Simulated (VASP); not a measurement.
A run of VASP 6.6.1 is set up as follows.

Contents of INCAR:

```
SYSTEM = W8C9
  ALGO = Normal
  EDIFF = 1E-7
  ENCUT = 520
  GGA = PE
  ISIF = 2
  ISMEAR = -1
  LASPH = .True.
  LCHARG = .True.
  LELF = .True.
  LREAL = Auto
  LVHAR = .True.
  LWAVE = .False.
  NBANDS = 88
  NELM = 80
  PREC = Accurate
  SIGMA = 0.15
```

KPOINTS

```
k-points
0
Gamma
  2 2 1
  0 0 0
```

POSCAR

```
W8C9
1.0
    5.7964600000      0.0000000000      0.0000000000
   -2.8982300000      5.0198820000      0.0000000000
    0.0000000000      0.0000000000     15.2522600000
W C
8 9
Direct
    0.0000000000      0.0000000000      0.0655640541
   -0.0303396717      0.0012550096      0.2608924841
   -0.0000014960      0.4999918325      0.0655640541
   -0.0121004192      0.5268251325      0.2675472356
    0.4999948244      0.0000000000      0.0655640541
    0.4815729673      0.0193630049      0.2425214362
    0.4999933285      0.4999918325      0.0655640541
    0.5012124822      0.5185779267      0.2724907653
    0.2887722040      0.0927312634      0.1617596343
    0.3564408642      0.1699641545      0.3484532784
    0.3063396656      0.6103330716      0.1547508369
    0.3886951945      0.7203555781      0.3459356187
    0.7976119522      0.1609001965      0.1612613475
    0.7584724010      0.1493859816      0.3616185405
    0.7833426040      0.6612705239      0.1755215293
    0.8508652774      0.7061918985      0.3368943357
    0.4707584033     -0.0315943682      0.3790848045
```

Potentials or basis: VASP PAW PBE potentials, release 64 (W_sv, C).

The run is started by

```bash
$ cat potpaw_PBE.64/W_sv/POTCAR potpaw_PBE.64/C/POTCAR > POTCAR
$ mpirun -np 1 vasp_std > vasp.out
```

Question: Predict the band gap on the k mesh.

Answer: Zero (band 74 reaches 1.44 eV, above the bottom of band 75 at 1.02 eV).

Question: What does it give for the largest force?

Answer: 6.676 eV/Å.

Forces on the atoms (eV/Å):
```
W   -0.593 -0.501  2.418
W    1.040  3.684 -0.194
W   -0.334 -0.940  2.190
W    2.055 -3.469 -0.839
W   -0.655 -0.779 -0.289
W    4.170 -2.441  3.627
W   -0.047 -0.057  2.023
W   -2.274 -4.026 -1.366
C   -4.096  2.736 -4.507
C    0.581 -1.811 -0.071
C   -1.018  2.225  0.378
C   -3.033 -0.907  0.001
C    2.135  1.103 -1.874
C    0.285  0.206 -2.271
C    2.300  0.426 -3.088
C   -0.176 -0.540  2.701
C   -0.342  5.093  1.159
```

Caveat: the k points lie up to 0.63 Å⁻¹ apart; spin-orbit coupling is left out, which moves the levels of the heavy elements.
